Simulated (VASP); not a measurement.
Te: single point with PBEsol

The system is Te.

```
Te
1.0
     3.15088    0.00000    0.00000
     0.00000    3.15088    0.00000
     0.00000    0.00000    3.15088
Te
1
Direct
  0.00000 0.00000 0.00000
```

```
Program                : VASP 6.6.1
Task                   : single point
Functional             : PBEsol
Potentials or basis    : VASP PAW PBE potentials, release 64 (Te)
Cutoff                 : 520 eV
k mesh                 : 10 × 10 × 10
Occupations            : fermi-dirac, width 0.1 eV
Spin                   : no spin polarisation
Dipole correction      : no
Further INCAR settings : ALGO = Normal; EDIFF = 1e-06; NBANDS = 9
```

```
Pressure               : 0.0 GPa
Band gap on the k mesh : zero (band 3 reaches 9.61 eV, above the bottom of band 4 at 3.77 eV)
```

Levels at points of the mesh, in eV from the Fermi level:
```tsv
k point	band 1	band 2	band 3	band 4	band 5	band 6
(0.00, 0.00, 0.00)	-14.02	1.19	1.19	1.19	5.94	5.94
(0.50, 0.00, 0.00)	-12.16	-6.38	2.67	2.67	7.83	9.56
(0.50, 0.50, 0.00)	-10.25	-4.70	-4.70	1.79	4.10	11.07
(0.50, 0.50, 0.50)	-8.22	-3.16	-3.16	-3.16	4.21	4.21
```

Wall time 5.2 s on 1 thread of Intel(R) Xeon(R) Platinum 8488C (Sapphire Rapids), with other jobs on the host, peak memory 0.14 GiB.

Caveat: the PAW data sets were made with another functional, which shifts forces and pressure a little; spin-orbit coupling is left out, which moves the levels of the heavy elements.
